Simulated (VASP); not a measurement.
# ZnS in VASP: a series of runs, part 2 of 2

VASP 6.6.1. The steps go on from the part before.

## 3. Single point, LDA (equal xy, yz and zx engineering shears of -0.5 %)

The input, INCAR:

```
PREC = Accurate
ENCUT = 520
EDIFF = 1E-6
ISMEAR = 0
SIGMA = 0.01
LREAL = F
LASPH = T
NELM = 80
ALGO = Normal
ISIF = 2
LWAVE = F
LCHARG = F
NBANDS = 26
```

The input, KPOINTS:

```
regular mesh
0
Gamma
  6 6 4
```

The input, POSCAR:

```
ZnS
1.0
    3.7382324459     -0.0093455811     -0.0093455811
   -1.8772097336      3.2420770540     -0.0034207201
   -0.0153574944     -0.0153574944      6.1429977760
Zn S
2 2
Direct
    0.3339076994      0.6671361847      0.0056092255
    0.6673933791      0.3338163152      0.5056098801
    0.3339269475      0.6662029042      0.3793959118
    0.6647719740      0.3328445959      0.8793849826
```

Potentials or basis: VASP PAW LDA potentials, release 64 (Zn, S).

On the command line:

```sh
> cat potpaw_LDA.64/Zn/POTCAR potpaw_LDA.64/S/POTCAR > POTCAR
> mpirun -np 1 vasp_std > vasp.out
```

It took 48 s on 1 thread of Intel Xeon 6975P-C (Granite Rapids), shared host; peak memory 0.24 GiB.

The run converged. Its results:

- Free energy: -16.3982 eV
- Pressure: 0.3 GPa
- Band gap on the k mesh: 2.21 eV

Stress tensor (GPa, compression positive):
```
0.27 0.18 0.15
0.18 0.28 0.15
0.15 0.15 0.24
```

Levels at points of the mesh, in eV from the valence-band top:
```tsv
k point	band 14	band 15	band 16	band 17	band 18	band 19	band 20	band 21	band 22	band 23
(0.00, 0.00, 0.00)	-1.02	-0.98	-0.12	-0.02	0.00	2.21	3.01	6.08	6.14	6.36
(0.50, 0.00, 0.00)	-4.43	-3.62	-2.51	-1.92	-1.01	3.37	4.17	4.85	6.69	7.47
(0.00, 0.50, 0.00)	-4.45	-3.63	-2.48	-1.93	-0.99	3.41	4.20	4.87	6.72	7.45
(0.50, 0.50, 0.00)	-4.46	-3.63	-2.46	-1.94	-0.97	3.44	4.23	4.89	6.75	7.43
(0.00, 0.00, 0.50)	-3.11	-0.55	-0.55	-0.52	-0.52	3.51	3.51	6.56	6.58	6.61
(0.50, 0.00, 0.50)	-5.24	-1.85	-1.82	-1.82	-1.80	3.30	3.33	4.97	5.04	8.73
(0.00, 0.50, 0.50)	-5.25	-1.85	-1.81	-1.80	-1.79	3.31	3.34	4.99	5.04	8.75
(0.50, 0.50, 0.50)	-5.27	-1.84	-1.82	-1.78	-1.77	3.33	3.34	5.01	5.03	8.77
```

Caveat: the cell differs from its parent crystal (equal xy, yz and zx engineering shears of -0.5 %).

## 4. Single point, LDA (equal xy, yz and zx engineering shears of +0.5 %)

The input, INCAR:

```
PREC = Accurate ; ENCUT = 520
EDIFF = 1E-7 ; ISMEAR = 0
SIGMA = 0.01 ; LREAL = F
LASPH = T ; NELM = 60
ALGO = Normal ; ISIF = 2
LWAVE = F ; LCHARG = T
GGA = CA ; LELF = T
LVHAR = T ; NBANDS = 26
```

KPOINTS is that of step 3.

The input, POSCAR:

```
ZnS
1.0
    3.7382324459      0.0093455811      0.0093455811
   -1.8610227123      3.2327314729      0.0034207201
    0.0153574944      0.0153574944      6.1429977760
Zn S
2 2
Direct
    0.3327347758      0.6661900913      0.0056101122
    0.6659787364      0.3328680816      0.5056089874
    0.3327780544      0.6671487653      0.3793980640
    0.6685084335      0.3337930618      0.8793828364
```

On the command line:

```sh
> cat potpaw_LDA.64/Zn/POTCAR potpaw_LDA.64/S/POTCAR > POTCAR
> mpirun -np 1 vasp_std > vasp.out
```

It took 49 s on 1 thread of Intel Xeon 6975P-C (Granite Rapids), shared host; peak memory 0.24 GiB.

It converged, with:

```
Free energy            : -16.3982 eV
Pressure               : 0.3 GPa
Band gap on the k mesh : 2.21 eV
```

Stress tensor (GPa, compression positive):
```
 0.30 -0.18 -0.15
-0.18  0.30 -0.15
-0.15 -0.15  0.27
```

Levels at points of the mesh, in eV from the valence-band top:
```
           k point  band 15  band 16  band 17  band 18  band 19  band 20  band 21  band 22
(0.00, 0.00, 0.00)    -0.98    -0.12    -0.02     0.00     2.21     3.01     6.09     6.14
(0.50, 0.00, 0.00)    -3.63    -2.46    -1.94    -0.97     3.44     4.24     4.89     6.75
(0.00, 0.50, 0.00)    -3.62    -2.48    -1.93    -0.99     3.41     4.20     4.87     6.72
(0.50, 0.50, 0.00)    -3.62    -2.51    -1.92    -1.01     3.37     4.17     4.85     6.69
(0.00, 0.00, 0.50)    -0.55    -0.54    -0.52    -0.51     3.51     3.52     6.56     6.58
(0.50, 0.00, 0.50)    -1.85    -1.80    -1.78    -1.77     3.32     3.36     4.99     5.06
(0.00, 0.50, 0.50)    -1.85    -1.81    -1.80    -1.79     3.31     3.34     4.99     5.04
(0.50, 0.50, 0.50)    -1.84    -1.83    -1.81    -1.81     3.31     3.32     5.00     5.02
```

Caveat: the cell differs from its parent crystal (equal xy, yz and zx engineering shears of +0.5 %).

## 5. Single point, LDA, non-collinear spin, zero start, spin-orbit coupling

This run uses another cell than the first one, of 18.59 Å³/atom.

The input, INCAR:

```
  PREC = Accurate
  ENCUT = 520
  EDIFF = 1E-7
  ISMEAR = 0
  SIGMA = 0.01
  LREAL = False
  LASPH = True
  NELM = 150
  ALGO = Normal
  ISIF = 2
  LWAVE = False
  LCHARG = False
  MAGMOM = 0 0 0 0 0 0 0 0 0 0 0 0
  LORBIT = 11
  LSORBIT = True
  GGA_COMPAT = False
  LORBMOM = True
  NBANDS = 50
```

The input, KPOINTS:

```
Automatic mesh
0
Gamma
  6 6 4
```

The input, POSCAR:

```
ZnS
1.0
    3.7382324459      0.0000000000      0.0000000000
   -1.8691162230      3.2374042634      0.0000000000
    0.0000000000      0.0000000000      6.1429977760
Zn S
2 2
Direct
    0.3333333333      0.6666666667      0.0055913282
    0.6666666667      0.3333333333      0.5055913282
    0.3333333333      0.6666666667      0.3794086718
    0.6666666667      0.3333333333      0.8794086718
```

On the command line:

```sh
> cat potpaw_LDA.64/Zn/POTCAR potpaw_LDA.64/S/POTCAR > POTCAR
> mpirun -np 1 vasp_ncl > vasp.out
```

Wall time 2.3 min (1 thread of Intel Xeon 6975P-C (Granite Rapids), shared host); peak memory 0.34 GiB.

It converged, with:

```
Free energy                                           : -16.4095 eV
Pressure                                              : 0.3 GPa
Net moment                                            : 0.00 μB per cell
Valence electrons inside the program's atomic spheres : Zn 10.89; S 3.76
```

Moments on the atoms (μB; x, y, z):
```
Zn  0.00 0.00 0.00
Zn  0.00 0.00 0.00
S   0.00 0.00 0.00
S   0.00 0.00 0.00
```

## 6. Relaxation of the atoms, LDA (equal xy, yz and zx engineering shears of -0.5 %)

The input, INCAR:

```
SYSTEM = ZnS
PREC     = Accurate       ! precision mode
ENCUT    = 520            ! plane-wave cutoff, eV
EDIFF    = 1E-7           ! SCF threshold, eV
ISMEAR   = 0              ! smearing method
SIGMA    = 0.01           ! smearing width, eV
LREAL    = .FALSE.        ! projectors in reciprocal space
LASPH    = .TRUE.         ! aspherical terms in the spheres
NELM     = 60             ! most SCF steps
ALGO     = Normal         ! electronic algorithm
ISIF     = 2              ! what is computed and relaxed
LWAVE    = .FALSE.        ! write WAVECAR
LCHARG   = .FALSE.        ! write CHGCAR
GGA      = CA             ! functional
IBRION   = 2              ! ionic algorithm
NSW      = 50             ! ionic steps
EDIFFG   = -0.002         ! ionic threshold
```

The input, KPOINTS:

```
regular mesh
0
G
  6 6 4
  0 0 0
```

The input, POSCAR:

```
ZnS
1.0
    3.7382324459     -0.0093455811     -0.0093455811
   -1.8772097336      3.2420770540     -0.0034207201
   -0.0153574944     -0.0153574944      6.1429977760
Zn S
2 2
Direct
    0.3333333333      0.6666666667      0.0055913282
    0.6666666667      0.3333333333      0.5055913282
    0.3333333333      0.6666666667      0.3794086718
    0.6666666667      0.3333333333      0.8794086718
```

Potentials or basis: VASP PAW LDA potentials, release 64 (Zn, S).

On the command line:

```sh
> cat potpaw_LDA.64/Zn/POTCAR potpaw_LDA.64/S/POTCAR > POTCAR
> mpirun -np 1 vasp_std > vasp.out
```

It took 9.2 min on 1 thread of Oxide Virtual Turin-like, shared host; peak memory 0.2 GiB.

It converged, with:

| Property | Result |
| --- | --- |
| Free energy | -16.3982 eV |
| Energy gained by relaxing | 0.1 meV/atom |
| Ionic steps | 5 |
| Pressure after relaxing | 0.3 GPa |
| Band gap on the k mesh | 2.21 eV |

Stress tensor (GPa, compression positive):
```
0.28 0.19 0.15
0.19 0.28 0.15
0.15 0.15 0.25
```

Step by step:
| step | energy change (eV) | largest force (eV/Å) | pressure (GPa) |
| --- | --- | --- | --- |
| 1 | 0.0000 | 0.0621 | 0.26 |
| 2 | -0.0003 | 0.0218 | 0.27 |
| 3 | -0.0003 | 0.0032 | 0.27 |
| 4 | -0.0003 | 0.0024 | 0.27 |
| 5 | -0.0003 | 0.0020 | 0.27 |

Final structure:
```
CELL_PARAMETERS angstrom
3.73823 -0.00935 -0.00935
-1.87721 3.24208 -0.00342
-0.01536 -0.01536 6.14300
ATOMIC_POSITIONS crystal
Zn 0.33451 0.66715 0.00562
Zn 0.66681 0.33381 0.50561
S 0.33341 0.66619 0.37939
S 0.66528 0.33285 0.87938
```

Levels at points of the mesh, in eV from the valence-band top:
| k point | band 14 | band 15 | band 16 | band 17 | band 18 | band 19 | band 20 | band 21 | band 22 |
| --- | --- | --- | --- | --- | --- | --- | --- | --- | --- |
| (0.00, 0.00, 0.00) | -1.02 | -0.98 | -0.12 | -0.03 | 0.00 | 2.21 | 3.01 | 6.09 | 6.13 |
| (0.50, 0.00, 0.00) | -4.44 | -3.62 | -2.51 | -1.92 | -1.01 | 3.37 | 4.17 | 4.85 | 6.69 |
| (0.00, 0.50, 0.00) | -4.45 | -3.63 | -2.48 | -1.93 | -0.99 | 3.41 | 4.20 | 4.87 | 6.72 |
| (0.50, 0.50, 0.00) | -4.46 | -3.63 | -2.46 | -1.94 | -0.97 | 3.44 | 4.23 | 4.88 | 6.75 |
| (0.00, 0.00, 0.50) | -3.11 | -0.55 | -0.55 | -0.52 | -0.52 | 3.51 | 3.51 | 6.56 | 6.58 |
| (0.50, 0.00, 0.50) | -5.24 | -1.85 | -1.82 | -1.82 | -1.80 | 3.29 | 3.33 | 4.96 | 5.04 |
| (0.00, 0.50, 0.50) | -5.25 | -1.85 | -1.81 | -1.80 | -1.79 | 3.31 | 3.34 | 4.99 | 5.04 |
| (0.50, 0.50, 0.50) | -5.27 | -1.84 | -1.83 | -1.78 | -1.77 | 3.33 | 3.34 | 5.01 | 5.03 |

Caveat: the cell differs from its parent crystal (equal xy, yz and zx engineering shears of -0.5 %).

## 7. Overview

```csv
task,spin,cell,gap on the mesh (eV),pressure (GPa)
single point,off,"a = 3.738, b = 3.738, c = 6.174 Å, angles 90.0, 90.0, 120.0°, 4 atoms",2.18,-0.2
single point,off,"a = 3.738, b = 3.746, c = 6.143 Å, angles 90.1, 90.3, 120.2°, 4 atoms",2.21,0.3
single point,off,"a = 3.738, b = 3.730, c = 6.143 Å, angles 89.9, 89.7, 119.8°, 4 atoms",2.21,0.3
single point,"non-collinear, zero start, SOC","a = 3.738, b = 3.738, c = 6.143 Å, angles 90.0, 90.0, 120.0°, 4 atoms",-,0.3
relaxation of the atoms,off,"atoms relaxed from a = 3.738, b = 3.746, c = 6.143 Å, angles 90.1, 90.3, 120.2°, 4 atoms",2.21,0.3
```

Alike in all rows: level LDA; potentials or basis VASP PAW LDA potentials, release 64 (Zn, S); k mesh 6 × 6 × 4; cutoff (eV) 520; smearing gaussian 0.01 eV.

Absolute energies hang on the potentials; compare differences alone.
